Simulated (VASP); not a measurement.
# LiNbO3 (Pm-3m) in VASP: single point with HSE06

Aim: the single point of LiNbO3 with HSE06.

Everything below comes from runs of VASP 6.6.1. Logs are shortened: lines on timing, memory, paths and dates and some standing lists are left out, and cuts for length are marked.

## (1) The cell of the first run

Symmetry: Pm-3m, No. 221, cubic system. Conventional cell: a = 4.031 Å, b = 4.031 Å, c = 4.031 Å, α = 90.00°, β = 90.00°, γ = 90.00°. Li (site symmetry m-3m) has 12 O at 2.85 Å and 8 Nb at 3.49 Å within 3.8 Å. Within 2.7 Å of Nb (site symmetry m-3m) lie 6 O at 2.02 Å. O (site symmetry 4/mmm) has 2 Nb at 2.02 Å within 2.7 Å.

## (2) Single point, HSE06 (strain +2.5%)

Contents of POSCAR:

```
LiNbO3
1.0
    4.0314975613      0.0000000000      0.0000000000
    0.0000000000      4.0314975613      0.0000000000
    0.0000000000      0.0000000000      4.0314975613
Li Nb O
1 1 3
Direct
    0.0000000000      0.0000000000      0.0000000000
    0.5000000000      0.5000000000      0.5000000000
    0.5000000000      0.5000000000      0.0000000000
    0.5000000000      0.0000000000      0.5000000000
    0.0000000000      0.5000000000      0.5000000000
```

Contents of INCAR.step1:

```
SYSTEM = LiNbO3
  PREC = Accurate
  ENCUT = 520
  EDIFF = 1E-5
  ISMEAR = 0
  SIGMA = 0.01
  LREAL = .False.
  LASPH = .True.
  NELM = 100
  ALGO = Normal
  ISIF = 2
  LWAVE = .True.
  LCHARG = .False.
  NBANDS = 25
  GGA = PE
```

Contents of INCAR.step2:

```
SYSTEM = LiNbO3
  PREC = Accurate
  ENCUT = 520
  EDIFF = 1E-6
  ISMEAR = 0
  SIGMA = 0.01
  LREAL = .False.
  LASPH = .True.
  NELM = 100
  ALGO = Normal
  ISIF = 2
  LWAVE = .False.
  LCHARG = .False.
  GGA = PE
  LHFCALC = .True.
  HFSCREEN = 0.2079
  PRECFOCK = Fast
  NBANDS = 25
  ISTART = 1
```

Contents of KPOINTS:

```
regular mesh
0
Gamma
  4 4 4
  0 0 0
```

Potentials or basis: VASP PAW PBE potentials, release 64 (Li_sv, Nb_sv, O).

The run is started by

```console
$ cat potpaw_PBE.64/Li_sv/POTCAR potpaw_PBE.64/Nb_sv/POTCAR potpaw_PBE.64/O/POTCAR > POTCAR
$ cp INCAR.step1 INCAR
$ mpirun -np 1 vasp_std > vasp.out
$ cp INCAR.step2 INCAR
$ mpirun -np 1 vasp_std > vasp.out
```

OUTCAR:

```text
SYSTEM = LiNbO3
   PREC = Accurate
   ENCUT = 520
   EDIFF = 1E-6
   ISMEAR = 0
   LREAL = .False.
   LASPH = .True.
   NELM = 100
   ISIF = 2
   GGA = PE
   LHFCALC = .True.
   HFSCREEN = 0.2079
   PRECFOCK = Fast
   ISTART = 1

 ion  position               nearest neighbor table
   1  0.000  0.000  0.000-
   2  0.500  0.500  0.500-   3 2.02   4 2.02   5 2.02   3 2.02   4 2.02   5 2.02
   3  0.500  0.500  0.000-   2 2.02   2 2.02
   4  0.500  0.000  0.500-   2 2.02   2 2.02
   5  0.000  0.500  0.500-   2 2.02   2 2.02

  LATTYP: Found a simple cubic cell.
 ALAT       =     4.0314975613

  Lattice vectors:

 A1 = (   4.0314975613,   0.0000000000,   0.0000000000)
 A2 = (   0.0000000000,   4.0314975613,   0.0000000000)
 A3 = (   0.0000000000,   0.0000000000,   4.0314975613)

Analysis of symmetry for initial positions (statically):
=====================================================================
 Subroutine PRICEL returns:
 Original cell was already a primitive cell.

 Routine SETGRP: Setting up the symmetry group for a
 simple cubic supercell.

 Subroutine GETGRP returns: Found 48 space group operations
 (whereof 48 operations were pure point group operations)
 out of a pool of 48 trial point group operations.

The static configuration has the point symmetry O_h .

Analysis of symmetry for dynamics (positions and initial velocities):
=====================================================================
 Subroutine PRICEL returns:
 Original cell was already a primitive cell.

 Routine SETGRP: Setting up the symmetry group for a
 simple cubic supercell.

 Subroutine GETGRP returns: Found 48 space group operations
 (whereof 48 operations were pure point group operations)
 out of a pool of 48 trial point group operations.

The dynamic configuration has the point symmetry O_h .

 Subroutine INISYM returns: Found 48 space group operations
 (whereof 48 operations are pure point group operations),
 and found     1 'primitive' translations

----------------------------------------------------------------------------------------

                                     Primitive cell

[... 85 lines left out ...]
   IBRION =     -1    ionic relax: 0-MD 1-quasi-New 2-CG
   NFREE  =      0    steps in history (QN), initial steepest desc. (CG)
   ISIF   =      2    stress and relaxation
   ISYM   =      3    0-nonsym 1-usesym 2-fastsym
   POTIM  = 0.5000    time-step for ionic-motion
   TEBEG  =    0.0;   TEEND  =   0.0 temperature during run
   PSTRESS=    0.0 pullay stress
   NELECT =      34.0000    total number of electrons
   NUPDOWN=      -1.0000    fix difference up-down
   EMIN   =  10.00;   EMAX   =-10.00  energy-range for DOS
   EFERMI =   0.00;   METHOD = LEGACY
   ISMEAR =     0;   SIGMA  =   0.01  broadening in eV -4-tet -1-fermi 0-gaus
   EFERMI_NEDOS =   21; number of points for ismear=-14 and -15
   IALGO  =     38    algorithm
   IMIX   =      1    mixing-type and parameters
     AMIX     =   0.40;   BMIX     =  1.00
     AMIX_MAG =   1.60;   BMIX_MAG =  1.00
  volume/ion in A,a.u.               =      13.10        88.44
  Fermi-wavevector in a.u.,A,eV,Ry     =   1.315532  2.485995 23.546573  1.730624
  Thomas-Fermi vector in A             =   2.445708
   LORBIT       =      0    0 simple, 1 ext, 2 COOP (PROOUT), +10 PAW based schemes
   GGA     = PE    functional components
   LHFCALC =     T    Hartree Fock is set to
   PRECFOCK=fast      Normal, Fast or Accurate (Low or Medium for compatibility)
   ENCUT4O =  -1.0   cutoff for four orbital integrals eV
   NKREDX  =     1    reduce k-point grid by
   NKREDY  =     1    reduce k-point grid by
   NKREDZ  =     1    reduce k-point grid by
   AEXX    =    0.2500 exact exchange contribution
   HFSCREEN=    0.2079 screening length (either q_TF or 0.3 A-1)
   HFSCREENC=   0.2079 screening length for correlation (either q_TF or 0.3 A-1)
   ENCUTFOCK=  -1.0 apply spherical cutoff to Coloumb kernel
   IVDW    =     0    specifies the selected vdW correction
   LEPSILON=     F    determine dielectric tensor
   LRPA    =     F    only Hartree local field effects (RPA)
 non-spin polarized calculation
 Gauss-broadening in eV      SIGMA  =   0.01
  energy-cutoff  :      520.00
  volume of cell :       65.52
 maximum number of plane-waves:      1791
 NGX is ok and might be reduce to    30
  NGX = 16; NGY = 16; NGZ = 16

 number of electron      33.9999969 magnetization

 Free energy of the ion-electron system (eV)
  ---------------------------------------------------
  ext. energy  EPLUGINS =         0.00000000
  ---------------------------------------------------
  free energy    TOTEN  =       -47.17529925 eV

  energy without entropy =      -47.17529925  energy(sigma->0) =      -47.17529925

 E-fermi :   1.8043     XC(G=0):  -7.9592

 val. band max:        1.7402767451   @ k =   0.5000   0.5000   0.5000
 cond. band min:       4.4966454375   @ k =   0.0000   0.0000   0.0000
 fundamental gap:      2.7563686924
 Fermi energy:         1.8043278662

 k-point     1 :       0.0000    0.0000    0.0000
  band No.  band energies     occupation
      1     -56.9386      2.00000
      2     -46.5840      2.00000
      3     -31.5072      2.00000
      4     -31.5072      2.00000
      5     -31.5072      2.00000
      6     -17.1512      2.00000
[... 269 lines left out ...]
     24      13.1707      0.00000
     25      14.1232      0.00000

------------------------ aborting loop because EDIFF is reached ----------------------------------------

  FORCE on cell =-STRESS in cart. coord.  units (eV):
  Direction    XX          YY          ZZ          XY          YZ          ZX
  --------------------------------------------------------------------------------------
  -------------------------------------------------------------------------------------
  Total       -6.3583319     -6.3583319     -6.3583319     -0.0000000      0.0000000     -0.0000000
  in kB     -155.4728552   -155.4728552   -155.4728552     -0.0000000      0.0000000     -0.0000000
  external PRESSURE =    -155.4728552 kB  Pullay stress =       0.0000000 kB

 VOLUME and BASIS-vectors are now :
 -----------------------------------------------------------------------------
  energy-cutoff  :      520.00
  volume of cell :       65.52
      direct lattice vectors                 reciprocal lattice vectors
     4.031497561  0.000000000  0.000000000     0.248046783  0.000000000  0.000000000
     0.000000000  4.031497561  0.000000000     0.000000000  0.248046783  0.000000000
     0.000000000  0.000000000  4.031497561     0.000000000  0.000000000  0.248046783

 POSITION                                       TOTAL-FORCE (eV/Angst)
 -----------------------------------------------------------------------------------
      0.00000      0.00000      0.00000         0.000000      0.000000      0.000000
      2.01575      2.01575      2.01575         0.000000      0.000000      0.000000
      2.01575      2.01575      0.00000         0.000000      0.000000      0.000000
      2.01575      0.00000      2.01575         0.000000      0.000000      0.000000
      0.00000      2.01575      2.01575         0.000000      0.000000      0.000000
 -----------------------------------------------------------------------------------
    total drift:                               -0.000006      0.000004      0.000009

  FREE ENERGIE OF THE ION-ELECTRON SYSTEM (eV)
  ---------------------------------------------------
  free  energy   TOTEN  =       -47.1752992527 eV

  energy  without entropy=      -47.1752992527  energy(sigma->0) =      -47.17529925
```

OSZICAR.step1:

```text
N       E                     dE             d eps       ncg     rms          rms(c)
DAV:   1     0.299111682070E+03    0.29911E+03   -0.17684E+04   500   0.135E+03
DAV:   2    -0.248231547877E+02   -0.32393E+03   -0.31025E+03   686   0.430E+02
DAV:   3    -0.472942941503E+02   -0.22471E+02   -0.22341E+02   839   0.990E+01
DAV:   4    -0.481103305738E+02   -0.81604E+00   -0.81384E+00   702   0.170E+01
DAV:   5    -0.481388757778E+02   -0.28545E-01   -0.28536E-01   758   0.272E+00    0.187E+01
DAV:   6    -0.393771262019E+02    0.87617E+01   -0.37451E+01   732   0.455E+01    0.718E+00
DAV:   7    -0.390933848993E+02    0.28374E+00   -0.31889E+00   720   0.131E+01    0.360E+00
DAV:   8    -0.390906266206E+02    0.27583E-02   -0.40831E-01   796   0.648E+00    0.137E+00
DAV:   9    -0.390638186776E+02    0.26808E-01   -0.80564E-02   704   0.299E+00    0.555E-01
DAV:  10    -0.390648435784E+02   -0.10249E-02   -0.18442E-02   618   0.101E+00    0.106E-01
DAV:  11    -0.390648407557E+02    0.28227E-05   -0.14750E-03   717   0.294E-01    0.764E-02
DAV:  12    -0.390648688098E+02   -0.28054E-04   -0.11339E-04   650   0.849E-02    0.508E-02
DAV:  13    -0.390648559401E+02    0.12870E-04   -0.10580E-04   670   0.798E-02    0.793E-03
DAV:  14    -0.390648574890E+02   -0.15489E-05   -0.84694E-06   433   0.234E-02
   1 F= -.39064857E+02 E0= -.39064857E+02  d E =-.184594E-53
```

Run time: 11 min. Hardware: 1 thread of Intel Xeon Platinum 8375C at 2.90GHz (Ice Lake), shared host; peak memory 0.28 GiB.

What came out:

| Item | Value |
| --- | --- |
| Free energy | -47.1753 eV |
| Band gap on the k mesh | 2.76 eV (least direct gap 3.65 eV) |

Caveat: the cell differs from its parent crystal (strain +2.5%); the cutoff is under 1.25 times the usual one of these potentials, so pressure, stress and relaxed cells hold a basis-set (Pulay) error; the PAW data sets were made with another functional, which shifts forces and pressure a little. A k mesh can miss the band edges.
